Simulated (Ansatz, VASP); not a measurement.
# Two plane-wave programs on F

```
F
1.0
     2.45907   -1.63052    0.10276
     2.45907    1.63052    0.10276
    -0.29484    0.00000    6.47662
F
4
Direct
  0.59628 0.90355 0.59659
  0.09645 0.40372 0.90341
  0.40372 0.09645 0.40341
  0.90355 0.59628 0.09659
```

Alike in both runs: task single point; functional PBE-based screened hybrid with a share of 0.5 of exact exchange and HFSCREEN = 0.3; k mesh 4 × 4 × 2; no spin polarisation.

```csv
,VASP,Ansatz
version,VASP 6.6.1,Ansatz 0.2.0
potentials or method,"VASP PAW PBE potentials, release 64 (F)",plane waves
plane-wave cutoff (eV),520,420
occupations,"gaussian, width 0.01 eV",fixed
valence electrons in the cell,28,28
```

Ansatz gave:

- gap on the k mesh at the Fermi level (eV): 8.80
- pressure (GPa): -4.1
- traceless stress, the component that is largest in VASP (GPa): -9.01
- rms of the force components (eV/Å): 1.362

Estimate VASP's values.

gap on the k mesh at the Fermi level (eV): 8.75; pressure (GPa): -2.9; traceless stress, the component that is largest in VASP (GPa): -6.67; rms of the force components (eV/Å): 1.022.

VASP's potentials were made for PBE, not for PBE-based screened hybrid. Atom by atom the forces differ by 0.340 eV/Å (rms over components). Ansatz's warnings: stress exchange threshold loose, stress scf threshold loose.

The k mesh is coarse, so the values compare programs but aren't converged.
